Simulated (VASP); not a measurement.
WSe2, 3 atoms in the cell. The cell holds a slab with vacuum, 3 atoms: a = 3.270 Å, b = 3.270 Å, c = 16.661 Å, α = 90.00°, β = 90.00°, γ = 120.00°.  This cell differs from its parent crystal: atom 2 (Se) moved +0.025 Å towards its neighbour atom 1 (W) at 2.523 Å.

```yaml
Program: VASP 6.6.1
Task: single point
Functional: PBEsol
Potentials_or_basis: VASP PAW PBE potentials, release 64 (W_sv, Se)
Cutoff: 520 eV
k_mesh: 12 × 12 × 2
Occupations: gaussian, width 0.05 eV
Spin: no spin polarisation
Dipole_correction: no
Further_INCAR_settings: ALGO = Normal; EDIFF = 1e-07; NBANDS = 20
```

Potentials or basis: VASP PAW PBE potentials, release 64 (W_sv, Se).

Command:

```sh
$ cat potpaw_PBE.64/W_sv/POTCAR potpaw_PBE.64/Se/POTCAR > POTCAR
$ mpirun -np 1 vasp_std > vasp.out
```

Hardware: 1 thread of Intel Xeon 8259CL, on a shared host.

How long does it take, and how much memory?

It took 9.3 min on 1 thread of Intel Xeon 8259CL, on a shared host, peak memory 0.43 GiB. Counts: scf iterations 22, k points 86.
